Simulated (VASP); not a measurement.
# Li4In (P1) in VASP: single point with PBE

Aim: the single point of Li4In with PBE.

All numbers are computed with VASP 6.6.1; they aren't measurements. Logs are shortened: lines on timing, memory, paths and dates and some standing lists are left out, and cuts for length are marked.

## (1) The cell of the first run

The typed cell holds 10 atoms: a = 5.196 Å, b = 5.198 Å, c = 7.815 Å, α = 105.19°, β = 108.19°, γ = 97.77°.

## (2) Single point, PBE

The input, INCAR:

```
SYSTEM = Li4In
ALGO = Fast ; EDIFF = 1E-6
ENCUT = 520 ; GGA = PE
ISIF = 2 ; ISMEAR = 0
LASPH = .TRUE. ; LCHARG = .TRUE.
LELF = .TRUE. ; LREAL = .FALSE.
LVHAR = .TRUE. ; LWAVE = .FALSE.
NBANDS = 36 ; NELM = 80
PREC = Accurate ; SIGMA = 0.1
```

The input, KPOINTS:

```
k-points
0
G
  4 4 4
  0 0 0
```

The input, POSCAR:

```
Li4In
1.0
    5.1957860430      0.0000000000      0.0000000000
   -0.7028896937      5.1504870825      0.0000000000
   -2.4396908741     -2.3990327890      7.0260654136
Li In
8 2
Direct
    0.4270515453      0.3801602934      0.2011120110
    0.4088749323      0.8844590324      0.6951684479
    0.8292666253      0.4225013117      0.9920129697
    0.8052997916      0.8921116905      0.4878497230
    0.5569469671      0.8879216351      0.0730981211
    0.6053116789      0.4078963958      0.5913383373
    0.1798479460      0.8883580642      0.2949164215
    0.1895809468      0.3663027161      0.7924143023
    0.9803269930      0.9452718056      0.9428223730
    0.0174925735      0.4250170553      0.4292672930
```

Potentials or basis: VASP PAW PBE potentials, release 64 (Li_sv, In_d).

On the command line:

```bash
$ cat potpaw_PBE.64/Li_sv/POTCAR potpaw_PBE.64/In_d/POTCAR > POTCAR
$ mpirun -np 1 vasp_std > vasp.out
```

OUTCAR:

```text
SYSTEM = Li4In
   EDIFF = 1E-6
   ENCUT = 520
   GGA = PE
   ISIF = 2
   ISMEAR = 0
   LASPH = .TRUE.
   LREAL = .FALSE.
   NELM = 80
   PREC = Accurate

 ion  position               nearest neighbor table
   1  0.427  0.380  0.201-   9 2.80  10 2.97  10 3.17
   2  0.409  0.884  0.695-  10 2.76   9 2.92
   3  0.829  0.423  0.992-   9 2.67   9 2.88  10 3.24
   4  0.805  0.892  0.488-  10 2.79  10 3.04   9 3.31
   5  0.557  0.888  0.073-   9 2.71   9 2.93
   6  0.605  0.408  0.591-  10 2.81  10 2.94   9 3.21
   7  0.180  0.888  0.295-   9 2.73  10 2.99  10 3.04
   8  0.190  0.366  0.792-  10 2.81   9 2.98
   9  0.980  0.945  0.943-   3 2.67   5 2.71   7 2.73   1 2.80   3 2.88   2 2.92   5 2.93   8 2.98
                             6 3.21   4 3.31  10 3.89
  10  0.017  0.425  0.429-   2 2.76   4 2.79   8 2.81   6 2.81   6 2.94   1 2.97   7 2.99   7 3.04
                             4 3.04   1 3.17   3 3.24   9 3.89

  LATTYP: Found a triclinic cell.
 ALAT       =     5.1957860430
 B/A-ratio  =     1.3154385697
 C/A-ratio  =     1.5241981421
 COS(alpha) =     0.0004925915
 COS(beta)  =     0.3480178526
 COS(gamma) =     0.6573619602

  Lattice vectors:

 A1 = (   5.1957860430,   0.0000000000,   0.0000000000)
 A2 = (   4.4928963493,   5.1504870825,   0.0000000000)
 A3 = (   2.7560951689,  -2.3990327890,   7.0260654136)

Analysis of symmetry for initial positions (statically):
=====================================================================
 Subroutine PRICEL returns:
 Original cell was already a primitive cell.

 Routine SETGRP: Setting up the symmetry group for a
 triclinic supercell.

 Subroutine GETGRP returns: Found  1 space group operations
 (whereof  1 operations were pure point group operations)
 out of a pool of  2 trial point group operations.

The static configuration has the point symmetry C_1 .

Analysis of symmetry for dynamics (positions and initial velocities):
=====================================================================
 Subroutine PRICEL returns:
 Original cell was already a primitive cell.

 Routine SETGRP: Setting up the symmetry group for a
 triclinic supercell.

 Subroutine GETGRP returns: Found  1 space group operations
 (whereof  1 operations were pure point group operations)
 out of a pool of  2 trial point group operations.

The dynamic configuration has the point symmetry C_1 .

 Subroutine INISYM returns: Found  1 space group operations
 (whereof  1 operations are pure point group operations),
 and found     1 'primitive' translations

----------------------------------------------------------------------------------------

                                     Primitive cell

  volume of cell :     188.0233

  direct lattice vectors                    reciprocal lattice vectors
     5.195786043  0.000000000  0.000000000     0.192463660  0.026265617  0.075798314
    -0.702889694  5.150487082  0.000000000     0.000000000  0.194156394  0.066294224
    -2.439690874 -2.399032789  7.026065414     0.000000000  0.000000000  0.142327169

  length of vectors
     5.195786043  5.198227689  7.814924509     0.208512656  0.205162447  0.142327169

  position of ions in fractional coordinates (direct lattice)
     0.427051545  0.380160293  0.201112011
     0.408874932  0.884459032  0.695168448
     0.829266625  0.422501312  0.992012970
     0.805299792  0.892111691  0.487849723
     0.556946967  0.887921635  0.073098121
     0.605311679  0.407896396  0.591338337
     0.179847946  0.888358064  0.294916421
     0.189580947  0.366302716  0.792414302
     0.980326993  0.945271806  0.942822373
     0.017492574  0.425017055  0.429267293

  ion indices of the primitive-cell ions
   primitive index   ion index
                 1           1
                 2           2
                 3           3
                 4           4
                 5           5
                 6           6
                 7           7
                 8           8
                 9           9
                10          10

----------------------------------------------------------------------------------------

 KPOINTS: k-points

Automatic generation of k-mesh.
 Grid dimensions read from file:
 generate k-points for:    4    4    4

 Generating k-lattice:

  Cartesian coordinates                     Fractional coordinates (reciprocal lattice)
     0.048115915  0.006566404  0.018949579     0.250000000  0.000000000  0.000000000
     0.000000000  0.048539099  0.016573556     0.000000000  0.250000000  0.000000000
     0.000000000  0.000000000  0.035581792     0.000000000  0.000000000  0.250000000

  Length of vectors
     0.052128164  0.051290612  0.035581792

  Shift w.r.t. Gamma in fractional coordinates (k-lattice)
     0.000000000  0.000000000  0.000000000

 Subroutine IBZKPT returns following result:
 ===========================================

 Found     36 irreducible k-points:

 Following reciprocal coordinates:
            Coordinates               Weight
  0.000000  0.000000  0.000000      1.000000
  0.250000  0.000000  0.000000      2.000000
  0.500000  0.000000  0.000000      1.000000
  0.000000  0.250000  0.000000      2.000000
  0.250000  0.250000  0.000000      2.000000
  0.500000  0.250000 -0.000000      2.000000
[... 16 lines left out ...]
  0.000000 -0.250000  0.250000      2.000000
  0.250000 -0.250000  0.250000      2.000000
 [... further k-points ...]
   k-points           NKPTS =     36   k-points in BZ     NKDIM =     36   number of bands    NBANDS=     36
   number of dos      NEDOS =    301   number of ions     NIONS =     10
   total plane-waves  NPLWV =  96000
   dimension x,y,z NGX =    40 NGY =   40 NGZ =   60
   dimension x,y,z NGXF=    80 NGYF=   80 NGZF=  120
   ions per type =               8   2
   NGX,Y,Z   is equivalent  to a cutoff of  12.80, 12.79, 12.76 a.u.
   NGXF,Y,Z  is equivalent  to a cutoff of  25.60, 25.59, 25.53 a.u.
 SYSTEM =  Li4In
   PREC   = accura    normal or accurate (medium, high low for compatibility)
   ISTART =      0    job   : 0-new  1-cont  2-samecut
   ICHARG =      2    charge: 1-file 2-atom 10-const
   ISPIN  =      1    spin polarized calculation?
   LNONCOLLINEAR =      F non collinear calculations
   LSORBIT =      F    spin-orbit coupling
   LASPH  =      T    aspherical Exc in radial PAW
   ENCUT  =  520.0 eV  38.22 Ry    6.18 a.u.   9.66  9.67 14.53*2*pi/ulx,y,z
   NELM   =     80;   NELMIN=  2; NELMDL= -5     # of ELM steps
   EDIFF  = 0.1E-05   stopping-criterion for ELM
   LREAL  =      F    real-space projection
   EDIFFG = 0.1E-04   stopping-criterion for IOM
   NSW    =      0    number of steps for IOM
   IBRION =     -1    ionic relax: 0-MD 1-quasi-New 2-CG
   NFREE  =      0    steps in history (QN), initial steepest desc. (CG)
   ISIF   =      2    stress and relaxation
   ISYM   =      2    0-nonsym 1-usesym 2-fastsym
   POTIM  = 0.5000    time-step for ionic-motion
   TEBEG  =    0.0;   TEEND  =   0.0 temperature during run
   PSTRESS=    0.0 pullay stress
   NELECT =      50.0000    total number of electrons
   NUPDOWN=      -1.0000    fix difference up-down
   EMIN   =  10.00;   EMAX   =-10.00  energy-range for DOS
   EFERMI =   0.00;   METHOD = LEGACY
   ISMEAR =     0;   SIGMA  =   0.10  broadening in eV -4-tet -1-fermi 0-gaus
   EFERMI_NEDOS =   21; number of points for ismear=-14 and -15
   IALGO  =     68    algorithm
   IMIX   =      4    mixing-type and parameters
     AMIX     =   0.40;   BMIX     =  1.00
     AMIX_MAG =   1.60;   BMIX_MAG =  1.00
  volume/ion in A,a.u.               =      18.80       126.88
  Fermi-wavevector in a.u.,A,eV,Ry     =   1.052756  1.989420 15.079262  1.108294
  Thomas-Fermi vector in A             =   2.187851
   LORBIT       =      0    0 simple, 1 ext, 2 COOP (PROOUT), +10 PAW based schemes
   GGA     = PE    functional components
   LHFCALC =     F    Hartree Fock is set to
   AEXX    =    0.0000 exact exchange contribution
   IVDW    =     0    specifies the selected vdW correction
   LEPSILON=     F    determine dielectric tensor
   LRPA    =     F    only Hartree local field effects (RPA)
 non-spin polarized calculation
 RMM-DIIS sequential band-by-band and
 Gauss-broadening in eV      SIGMA  =   0.10
  energy-cutoff  :      520.00
  volume of cell :      188.02
 maximum number of plane-waves:      5082
 NGX is ok and might be reduce to    40
   NGX = 19   NGY = 19   NGZ = 29

 number of electron      50.0000014 magnetization

 Free energy of the ion-electron system (eV)
  ---------------------------------------------------
  ext. energy  EPLUGINS =         0.00000000
  ---------------------------------------------------
  free energy    TOTEN  =       -22.07931065 eV

  energy without entropy =      -22.05581751  energy(sigma->0) =      -22.06756408

 E-fermi :   2.6860     XC(G=0):  -8.2191

 val. band max:        2.6822024537   @ k =   0.0000   0.5000   0.0000
 cond. band min:       2.7003034394   @ k =   0.5000   0.2500   0.2500
 fundamental gap:      0.0181009856
 Fermi energy:         2.6859972962

 k-point     1 :       0.0000    0.0000    0.0000
  band No.  band energies     occupation
      1     -43.6160      2.00000
      2     -43.6079      2.00000
      3     -43.5815      2.00000
      4     -43.5476      2.00000
      5     -43.5422      2.00000
      6     -43.5224      2.00000
[... 28 lines left out ...]
     35       8.1340      0.00000
     36       8.6232      0.00000

 k-point     2 :       0.2500    0.0000    0.0000
  band No.  band energies     occupation
      1     -43.6153      2.00000
      2     -43.6080      2.00000
      3     -43.5818      2.00000
      4     -43.5477      2.00000
      5     -43.5420      2.00000
      6     -43.5225      2.00000
[... 28 lines left out ...]
     35       7.1561      0.00000
     36       8.1254      0.00000
[... 817 lines left out ...]
     35       7.2149      0.00000
     36       7.9381      0.00000

 k-point    24 :       0.2500   -0.2500    0.2500
  band No.  band energies     occupation
      1     -43.6150      2.00000
      2     -43.6079      2.00000
      3     -43.5819      2.00000
      4     -43.5480      2.00000
      5     -43.5413      2.00000
      6     -43.5230      2.00000
[... 28 lines left out ...]
     35       7.4512      0.00000
     36       8.3815      0.00000

 [... further k-points ...]

------------------------ aborting loop because EDIFF is reached ----------------------------------------

  FORCE on cell =-STRESS in cart. coord.  units (eV):
  Direction    XX          YY          ZZ          XY          YZ          ZX
  --------------------------------------------------------------------------------------
  -------------------------------------------------------------------------------------
  Total        0.8982400      0.7504240      0.1462300     -0.3043941      0.2981680     -0.2948269
  in kB        7.6540485      6.3944844      1.2460491     -2.5937912      2.5407383     -2.5122679
  external PRESSURE =       5.0981940 kB  Pullay stress =       0.0000000 kB

 VOLUME and BASIS-vectors are now :
 -----------------------------------------------------------------------------
  energy-cutoff  :      520.00
  volume of cell :      188.02
      direct lattice vectors                 reciprocal lattice vectors
     5.195786043  0.000000000  0.000000000     0.192463660  0.026265617  0.075798314
    -0.702889694  5.150487082  0.000000000     0.000000000  0.194156394  0.066294224
    -2.439690874 -2.399032789  7.026065414     0.000000000  0.000000000  0.142327169

 POSITION                                       TOTAL-FORCE (eV/Angst)
 -----------------------------------------------------------------------------------
      1.46101      1.47554      1.41303        -0.093790      0.098862      0.157679
     -0.19325      2.88766      4.88430        -0.092117      0.109795      0.178308
      1.59152     -0.20378      6.96995        -0.185252      0.087706      0.217650
      2.36691      3.42444      3.42766        -0.083764      0.158019      0.162766
      2.09133      4.39786      0.51359        -0.086978      0.035695      0.225357
      1.41568      0.68223      4.15478        -0.073085      0.004574      0.145684
     -0.40947      3.86796      2.07210        -0.032020     -0.031421      0.222076
     -1.20569     -0.01439      5.56755        -0.042149      0.102684      0.095739
      2.12895      2.60675      6.62433         0.451283     -0.255796     -0.746233
     -1.25513      1.15922      3.01606         0.237872     -0.310119     -0.659026
 -----------------------------------------------------------------------------------
    total drift:                                0.001198     -0.000310     -0.000041

  FREE ENERGIE OF THE ION-ELECTRON SYSTEM (eV)
  ---------------------------------------------------
  free  energy   TOTEN  =       -22.0793106502 eV

  energy  without entropy=      -22.0558175062  energy(sigma->0) =      -22.06756408
```

Wall time 35 min (1 thread of Oxide Virtual Turin-like, shared host); peak memory 0.37 GiB.

Results:

| Quantity | Value |
| --- | --- |
| Free energy | -22.0793 eV |
| Largest force | 0.909 eV/Å |
| Band gap on the k mesh | zero (bands 25 and 26 overlap by 1.08 eV) |

Forces on the atoms (eV/Å):
```
Li  -0.094  0.099  0.158
Li  -0.092  0.110  0.178
Li  -0.185  0.088  0.218
Li  -0.084  0.158  0.163
Li  -0.087  0.036  0.225
Li  -0.073  0.005  0.146
Li  -0.032 -0.031  0.222
Li  -0.042  0.103  0.096
In   0.451 -0.256 -0.746
In   0.238 -0.310 -0.659
```

Levels at points of the mesh, in eV from the Fermi level:
```tsv
k point	band 21	band 22	band 23	band 24	band 25	band 26	band 27	band 28	band 29	band 30
(0.00, 0.00, 0.00)	-2.26	-0.79	-0.23	-0.12	-0.09	0.16	0.50	1.40	1.94	3.45
(0.50, 0.00, 0.00)	-2.91	-2.24	-0.80	-0.15	0.23	0.60	1.71	1.81	1.94	2.82
(0.00, 0.50, 0.00)	-2.22	-2.16	-0.51	-0.32	-0.09	0.00	1.34	1.42	2.49	2.61
(0.50, 0.50, 0.00)	-1.89	-1.70	-1.54	-1.44	-0.74	-0.54	-0.08	0.13	3.49	3.68
(0.00, 0.00, 0.50)	-0.95	-0.89	-0.53	-0.30	0.27	0.38	1.44	1.63	1.95	2.16
(0.50, 0.00, 0.50)	-2.27	-2.16	-0.54	-0.45	0.15	0.24	1.09	1.19	2.53	2.73
(0.00, 0.50, 0.50)	-2.91	-2.25	-0.69	-0.20	0.20	0.47	1.77	1.93	2.05	2.86
(0.50, 0.50, 0.50)	-2.20	-2.01	-1.94	-1.19	-0.80	-0.22	0.42	1.44	1.85	3.39
```

Caveat: the cutoff is under 1.25 times the usual one of these potentials, so pressure, stress and relaxed cells hold a basis-set (Pulay) error; spin-orbit coupling is left out, which moves the levels of the heavy elements.
